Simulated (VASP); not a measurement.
# C (Fd-3m) in VASP: further runs, part 2 of 2

VASP 6.6.1.

## 4. Single point, LDA

This run uses another cell than the first one, of 5.56 Å³/atom, 1.021 times its volume.

INCAR reads:

```
  ALGO = Normal
  EDIFF = 1E-6
  ENCUT = 520
  GGA = CA
  ISIF = 2
  ISMEAR = -1
  LASPH = T
  LCHARG = F
  LREAL = F
  LWAVE = F
  NBANDS = 11
  NELM = 100
  PREC = Accurate
  SIGMA = 0.05
```

KPOINTS reads:

```
k-points
0
Gamma
  13 13 13
```

POSCAR reads:

```
C
1.0
    0.0000000000      1.7714007132      1.7714007132
    1.7714007132      0.0000000000      1.7714007132
    1.7714007132      1.7714007132      0.0000000000
C
2
Direct
    0.7500000000      0.7500000000      0.7500000000
    0.5000000000      0.5000000000      0.5000000000
```

Potentials or basis: VASP PAW LDA potentials, release 64 (C).

The run is started by

```
$ cat potpaw_LDA.64/C/POTCAR > POTCAR
$ mpirun -np 1 vasp_std > vasp.out
```

OUTCAR:

```text
EDIFF = 1E-6
   ENCUT = 520
   GGA = CA
   ISIF = 2
   ISMEAR = -1
   LASPH = T
   LREAL = F
   NELM = 100
   PREC = Accurate

 ion  position               nearest neighbor table
   1  0.750  0.750  0.750-   2 1.53   2 1.53   2 1.53   2 1.53
   2  0.500  0.500  0.500-   1 1.53   1 1.53   1 1.53   1 1.53

  LATTYP: Found a face centered cubic cell.
 ALAT       =     3.5428014264

  Lattice vectors:

 A1 = (   0.0000000000,   1.7714007132,   1.7714007132)
 A2 = (   1.7714007132,   0.0000000000,   1.7714007132)
 A3 = (   1.7714007132,   1.7714007132,   0.0000000000)

Analysis of symmetry for initial positions (statically):
=====================================================================
 Subroutine PRICEL returns:
 Original cell was already a primitive cell.

 Routine SETGRP: Setting up the symmetry group for a
 face centered cubic supercell.

 Subroutine GETGRP returns: Found 48 space group operations
 (whereof 24 operations were pure point group operations)
 out of a pool of 48 trial point group operations.

The static configuration has the point symmetry T_d .
 The point group associated with its full space group is O_h .

Analysis of symmetry for dynamics (positions and initial velocities):
=====================================================================
 Subroutine PRICEL returns:
 Original cell was already a primitive cell.

 Routine SETGRP: Setting up the symmetry group for a
 face centered cubic supercell.

 Subroutine GETGRP returns: Found 48 space group operations
 (whereof 24 operations were pure point group operations)
 out of a pool of 48 trial point group operations.

The dynamic configuration has the point symmetry T_d .
 The point group associated with its full space group is O_h .

 Subroutine INISYM returns: Found 48 space group operations
 (whereof 24 operations are pure point group operations),
 and found     1 'primitive' translations

[... 115 lines left out ...]
  volume/ion in A,a.u.               =       5.56        37.51
  Fermi-wavevector in a.u.,A,eV,Ry     =   1.467049  2.772321 29.282913  2.152233
  Thomas-Fermi vector in A             =   2.582714
   LORBIT       =      0    0 simple, 1 ext, 2 COOP (PROOUT), +10 PAW based schemes
   GGA     = CA    functional components
   LHFCALC =     F    Hartree Fock is set to
   AEXX    =    0.0000 exact exchange contribution
   IVDW    =     0    specifies the selected vdW correction
   LEPSILON=     F    determine dielectric tensor
   LRPA    =     F    only Hartree local field effects (RPA)
 non-spin polarized calculation
  energy-cutoff  :      520.00
  volume of cell :       11.12
 maximum number of plane-waves:       310
   NGX =  9   NGY =  9   NGZ =  9

 number of electron       7.9999999 magnetization

 Free energy of the ion-electron system (eV)
  ---------------------------------------------------
  ext. energy  EPLUGINS =         0.00000000
  ---------------------------------------------------
  free energy    TOTEN  =       -20.24507783 eV

  energy without entropy =      -20.24507783  energy(sigma->0) =      -20.24507783

 E-fermi :  11.0813     XC(G=0): -13.5976

 val. band max:       10.0216263608   @ k =   0.0000   0.0000   0.0000
 cond. band min:      14.1776901883   @ k =   0.3846   0.3846   0.0000
 fundamental gap:      4.1560638275
 Fermi energy:        11.0813189388

 k-point     1 :       0.0000    0.0000    0.0000
  band No.  band energies     occupation
      1     -11.5681      2.00000
      2      10.0216      2.00000
      3      10.0216      2.00000
      4      10.0216      2.00000
      5      15.6210      0.00000
      6      15.6210      0.00000
      7      15.6210      0.00000
      8      24.0425      0.00000
      9      29.2921      0.00000
     10      36.8783      0.00000
     11      36.8783      0.00000
[... 309 lines left out ...]
 k-point    24 :       0.4615    0.1538    0.0000
  band No.  band energies     occupation
      1      -6.4636      2.00000
      2      -1.3108      2.00000
      3       5.5687      2.00000
      4       6.0514      2.00000
      5      17.1251      0.00000
      6      20.6563      0.00000
      7      21.2193      0.00000
      8      23.9719      0.00000
      9      30.5510      0.00000
     10      33.4523      0.00000
     11      37.2169      0.00000

 [... further k-points ...]
[... 5 lines left out ...]
  --------------------------------------------------------------------------------------
  -------------------------------------------------------------------------------------
  Total       -0.1902857     -0.1902857     -0.1902857      0.0000000      0.0000000     -0.0000000
  in kB      -27.4243467    -27.4243467    -27.4243467      0.0000000      0.0000000     -0.0000000
  external PRESSURE =     -27.4243467 kB  Pullay stress =       0.0000000 kB

 VOLUME and BASIS-vectors are now :
 -----------------------------------------------------------------------------
  energy-cutoff  :      520.00
  volume of cell :       11.12
      direct lattice vectors                 reciprocal lattice vectors
     0.000000000  1.771400713  1.771400713    -0.282262503  0.282262503  0.282262503
     1.771400713  0.000000000  1.771400713     0.282262503 -0.282262503  0.282262503
     1.771400713  1.771400713  0.000000000     0.282262503  0.282262503 -0.282262503

 POSITION                                       TOTAL-FORCE (eV/Angst)
 -----------------------------------------------------------------------------------
      2.65710      2.65710      2.65710         0.000000      0.000000     -0.000000
      1.77140      1.77140      1.77140        -0.000000     -0.000000      0.000000
 -----------------------------------------------------------------------------------
    total drift:                                0.000000     -0.000000      0.000000

  FREE ENERGIE OF THE ION-ELECTRON SYSTEM (eV)
  ---------------------------------------------------
  free  energy   TOTEN  =       -20.2450778278 eV

  energy  without entropy=      -20.2450778278  energy(sigma->0) =      -20.24507783
```

OSZICAR:

```text
N       E                     dE             d eps       ncg     rms          rms(c)
DAV:   1    -0.168699048146E+01   -0.16870E+01   -0.47158E+03  1936   0.697E+02
DAV:   2    -0.207280403103E+02   -0.19041E+02   -0.18486E+02  2428   0.128E+02
DAV:   3    -0.210915519692E+02   -0.36351E+00   -0.36268E+00  2179   0.132E+01
DAV:   4    -0.210921985159E+02   -0.64655E-03   -0.64653E-03  2003   0.691E-01
DAV:   5    -0.210921993526E+02   -0.83669E-06   -0.83672E-06  2134   0.237E-02    0.585E+00
DAV:   6    -0.204639498472E+02    0.62825E+00   -0.33545E-01  1899   0.403E+00    0.339E+00
DAV:   7    -0.202452076405E+02    0.21874E+00   -0.39821E-01  2019   0.440E+00    0.746E-01
DAV:   8    -0.202450919120E+02    0.11573E-03   -0.96968E-03  1950   0.813E-01    0.291E-02
DAV:   9    -0.202450762348E+02    0.15677E-04   -0.37092E-05  2115   0.473E-02    0.208E-02
DAV:  10    -0.202450778995E+02   -0.16646E-05   -0.22237E-06  1997   0.123E-02    0.493E-03
DAV:  11    -0.202450778278E+02    0.71663E-07   -0.92458E-08   980   0.232E-03
   1 F= -.20245078E+02 E0= -.20245078E+02  d E =-.197247E-11
```

Run time: 20 s. Hardware: 1 thread of AMD EPYC 7R13, shared host; peak memory 0.08 GiB.

What came out:

- Free energy: -20.2451 eV
- Pressure: -2.7 GPa
- Band gap on the k mesh: 4.16 eV, indirect (least direct gap 5.60 eV)

## 5. Single point, LDA

This run uses another cell than the first one, of 5.67 Å³/atom, 1.042 times its volume.

INCAR reads:

```
PREC = Accurate
ENCUT = 520
EDIFF = 1E-6
ISMEAR = -1
SIGMA = 0.05
LREAL = False
LASPH = True
NELM = 80
ALGO = Normal
ISIF = 2
LWAVE = False
LCHARG = False
NBANDS = 11
```

KPOINTS reads:

```
Automatic mesh
0
Gamma
  13 13 13
```

POSCAR reads:

```
C
1.0
    0.0000000000      1.7833700000      1.7833700000
    1.7833700000      0.0000000000      1.7833700000
    1.7833700000      1.7833700000      0.0000000000
C
2
Direct
    0.7500000000      0.7500000000      0.7500000000
    0.5000000000      0.5000000000      0.5000000000
```

Potentials or basis: VASP PAW LDA potentials, release 64 (C).

The run is started by

```
$ cat potpaw_LDA.64/C/POTCAR > POTCAR
$ mpirun -np 1 vasp_std > vasp.out
```

OUTCAR:

```text
PREC = Accurate
   ENCUT = 520
   EDIFF = 1E-6
   ISMEAR = -1
   LREAL = False
   LASPH = True
   NELM = 80
   ISIF = 2

 ion  position               nearest neighbor table
   1  0.750  0.750  0.750-   2 1.54   2 1.54   2 1.54   2 1.54
   2  0.500  0.500  0.500-   1 1.54   1 1.54   1 1.54   1 1.54

  LATTYP: Found a face centered cubic cell.
 ALAT       =     3.5667400000

  Lattice vectors:

 A1 = (   0.0000000000,   1.7833700000,   1.7833700000)
 A2 = (   1.7833700000,   0.0000000000,   1.7833700000)
 A3 = (   1.7833700000,   1.7833700000,   0.0000000000)
[... 512 lines left out ...]
      6      20.2181      0.00000
      7      20.6660      0.00000
      8      23.4759      0.00000
      9      30.0023      0.00000
     10      32.7768      0.00000
     11      36.6228      0.00000

 [... further k-points ...]
[... 5 lines left out ...]
  --------------------------------------------------------------------------------------
  -------------------------------------------------------------------------------------
  Total       -0.8236131     -0.8236131     -0.8236131      0.0000000     -0.0000000      0.0000000
  in kB     -116.3267176   -116.3267176   -116.3267176      0.0000000     -0.0000000      0.0000000
  external PRESSURE =    -116.3267176 kB  Pullay stress =       0.0000000 kB

 VOLUME and BASIS-vectors are now :
 -----------------------------------------------------------------------------
  energy-cutoff  :      520.00
  volume of cell :       11.34
      direct lattice vectors                 reciprocal lattice vectors
     0.000000000  1.783370000  1.783370000    -0.280368067  0.280368067  0.280368067
     1.783370000  0.000000000  1.783370000     0.280368067 -0.280368067  0.280368067
     1.783370000  1.783370000  0.000000000     0.280368067  0.280368067 -0.280368067

 POSITION                                       TOTAL-FORCE (eV/Angst)
 -----------------------------------------------------------------------------------
      2.67505      2.67505      2.67505        -0.000000     -0.000000      0.000000
      1.78337      1.78337      1.78337         0.000000      0.000000     -0.000000
 -----------------------------------------------------------------------------------
    total drift:                                0.000000     -0.000000      0.000000

  FREE ENERGIE OF THE ION-ELECTRON SYSTEM (eV)
  ---------------------------------------------------
  free  energy   TOTEN  =       -20.2352543397 eV

  energy  without entropy=      -20.2352543397  energy(sigma->0) =      -20.23525434
```

OSZICAR:

```text
N       E                     dE             d eps       ncg     rms          rms(c)
DAV:   1    -0.156204334798E+01   -0.15620E+01   -0.46968E+03  1915   0.697E+02
DAV:   2    -0.206634740866E+02   -0.19101E+02   -0.18590E+02  2422   0.128E+02
DAV:   3    -0.210365763560E+02   -0.37310E+00   -0.37210E+00  2151   0.136E+01
DAV:   4    -0.210372498079E+02   -0.67345E-03   -0.67343E-03  1999   0.748E-01
DAV:   5    -0.210372507066E+02   -0.89868E-06   -0.89865E-06  2161   0.255E-02    0.569E+00
DAV:   6    -0.204430000629E+02    0.59425E+00   -0.31625E-01  1893   0.389E+00    0.330E+00
DAV:   7    -0.202354264891E+02    0.20757E+00   -0.37679E-01  2016   0.426E+00    0.715E-01
DAV:   8    -0.202352673691E+02    0.15912E-03   -0.93254E-03  1950   0.792E-01    0.285E-02
DAV:   9    -0.202352527125E+02    0.14657E-04   -0.35705E-05  2100   0.466E-02    0.206E-02
DAV:  10    -0.202352544146E+02   -0.17021E-05   -0.22093E-06  2009   0.122E-02    0.486E-03
DAV:  11    -0.202352543397E+02    0.74867E-07   -0.93675E-08  1013   0.232E-03
   1 F= -.20235254E+02 E0= -.20235254E+02  d E =-.502606E-10
```

stdout:

```text
POSCAR found type information on POSCAR C
 POSCAR found :  1 types and       2 ions
 scaLAPACK will be used
 LDA part: xc-table for (Slater(with rela. corr.)+CA(PZ))
 , standard interpolation
 POSCAR, INCAR and KPOINTS ok, starting setup
 FFT: planning ... GRIDC
 FFT: planning ... GRID_SOFT
 FFT: planning ... GRID
 WAVECAR not read
 entering main loop
```

It took 19 s on 1 thread of AMD EPYC 7R13, shared host; peak memory 0.09 GiB.

What came out:

```
Free energy            : -20.2353 eV
Pressure               : -11.6 GPa
Band gap on the k mesh : 4.11 eV, indirect (least direct gap 5.54 eV)
```

Levels at points of the mesh, in eV from the valence-band top:
```tsv
k point	band 2	band 3	band 4	band 5	band 6	band 7
(0.00, 0.00, 0.00)	0.00	0.00	0.00	5.54	5.54	5.54
```

A k mesh can miss the band edges. Expect the measured gap to be larger: semilocal functionals such as LDA lack the derivative discontinuity.

## 6. Single point, LDA

This run uses another cell than the first one, of 5.79 Å³/atom, 1.062 times its volume.

INCAR: that of step 5 with these lines changed.

```diff
@@ -7,3 +7,3 @@
 LASPH = True
-NELM = 80
+NELM = 100
 ALGO = Normal
```

KPOINTS is that of step 5.

POSCAR reads:

```
C
1.0
    0.0000000000      1.7951807415      1.7951807415
    1.7951807415      0.0000000000      1.7951807415
    1.7951807415      1.7951807415      0.0000000000
C
2
Direct
    0.7500000000      0.7500000000      0.7500000000
    0.5000000000      0.5000000000      0.5000000000
```

Potentials or basis: VASP PAW LDA potentials, release 64 (C).

The run is started by

```
$ cat potpaw_LDA.64/C/POTCAR > POTCAR
$ mpirun -np 1 vasp_std > vasp.out
```

OUTCAR:

```text
PREC = Accurate
   ENCUT = 520
   EDIFF = 1E-6
   ISMEAR = -1
   LREAL = False
   LASPH = True
   NELM = 100
   ISIF = 2

 ion  position               nearest neighbor table
   1  0.750  0.750  0.750-   2 1.55   2 1.55   2 1.55   2 1.55
   2  0.500  0.500  0.500-   1 1.55   1 1.55   1 1.55   1 1.55

  LATTYP: Found a face centered cubic cell.
 ALAT       =     3.5903614830

  Lattice vectors:

 A1 = (   0.0000000000,   1.7951807415,   1.7951807415)
 A2 = (   1.7951807415,   0.0000000000,   1.7951807415)
 A3 = (   1.7951807415,   1.7951807415,   0.0000000000)
[... 512 lines left out ...]
      6      19.7941      0.00000
      7      20.1302      0.00000
      8      22.9969      0.00000
      9      29.4720      0.00000
     10      32.1286      0.00000
     11      36.0501      0.00000

 [... further k-points ...]
[... 5 lines left out ...]
  --------------------------------------------------------------------------------------
  -------------------------------------------------------------------------------------
  Total       -1.4244656     -1.4244656     -1.4244656      0.0000000     -0.0000000      0.0000000
  in kB     -197.2459129   -197.2459129   -197.2459129      0.0000000     -0.0000000      0.0000000
  external PRESSURE =    -197.2459129 kB  Pullay stress =       0.0000000 kB

 VOLUME and BASIS-vectors are now :
 -----------------------------------------------------------------------------
  energy-cutoff  :      520.00
  volume of cell :       11.57
      direct lattice vectors                 reciprocal lattice vectors
     0.000000000  1.795180742  1.795180742    -0.278523487  0.278523487  0.278523487
     1.795180742  0.000000000  1.795180742     0.278523487 -0.278523487  0.278523487
     1.795180742  1.795180742  0.000000000     0.278523487  0.278523487 -0.278523487

 POSITION                                       TOTAL-FORCE (eV/Angst)
 -----------------------------------------------------------------------------------
      2.69277      2.69277      2.69277         0.000000      0.000000      0.000000
      1.79518      1.79518      1.79518        -0.000000     -0.000000     -0.000000
 -----------------------------------------------------------------------------------
    total drift:                                0.000000     -0.000000      0.000000

  FREE ENERGIE OF THE ION-ELECTRON SYSTEM (eV)
  ---------------------------------------------------
  free  energy   TOTEN  =       -20.2134395328 eV

  energy  without entropy=      -20.2134395328  energy(sigma->0) =      -20.21343953
```

OSZICAR:

```text
N       E                     dE             d eps       ncg     rms          rms(c)
DAV:   1    -0.177477802818E+01   -0.17748E+01   -0.47431E+03  2000   0.696E+02
DAV:   2    -0.206391963041E+02   -0.18864E+02   -0.18278E+02  2399   0.125E+02
DAV:   3    -0.209720863755E+02   -0.33289E+00   -0.33228E+00  2142   0.127E+01
DAV:   4    -0.209726656195E+02   -0.57924E-03   -0.57923E-03  2016   0.693E-01
DAV:   5    -0.209726665064E+02   -0.88690E-06   -0.88687E-06  2134   0.245E-02    0.555E+00
DAV:   6    -0.204106366517E+02    0.56203E+00   -0.29795E-01  1908   0.376E+00    0.322E+00
DAV:   7    -0.202136505878E+02    0.19699E+00   -0.35639E-01  2013   0.413E+00    0.685E-01
DAV:   8    -0.202134515143E+02    0.19907E-03   -0.89718E-03  1953   0.772E-01    0.280E-02
DAV:   9    -0.202134378743E+02    0.13640E-04   -0.34406E-05  2112   0.459E-02    0.203E-02
DAV:  10    -0.202134396107E+02   -0.17364E-05   -0.21807E-06  1998   0.120E-02    0.478E-03
DAV:  11    -0.202134395328E+02    0.77888E-07   -0.94110E-08  1020   0.232E-03
   1 F= -.20213440E+02 E0= -.20213440E+02  d E =-.252199E-10
```

It took 20 s on 1 thread of AMD EPYC 7R13, shared host; peak memory 0.08 GiB.

What came out:

```yaml
Free_energy: -20.2134 eV
Pressure: -19.7 GPa
Band_gap_on_the_k_mesh: 4.06 eV, indirect (least direct gap 5.49 eV)
```

A k mesh can miss the band edges. A hybrid or GW would open this gap; LDA tends to underestimate it.

## 7. Summary

| cell | gap on the mesh (eV) | pressure (GPa) |
| --- | --- | --- |
| a = 2.488 Å, angles 60.0°, 2 atoms | 4.21 | 7.0 |
| a = 2.522 Å, angles 60.0°, 2 atoms | 4.11 | -11.6 |
| a = 2.505 Å, angles 60.0°, 2 atoms | 4.16 | -2.7 |
| a = 2.539 Å, angles 60.0°, 2 atoms | 4.06 | -19.7 |

Alike in all rows: task single point; level LDA; potentials or basis VASP PAW LDA potentials, release 64 (C); no spin polarisation; k mesh 13 × 13 × 13; cutoff (eV) 520; smearing fermi-dirac 0.05 eV.

Absolute energies hang on the potentials; compare differences alone.
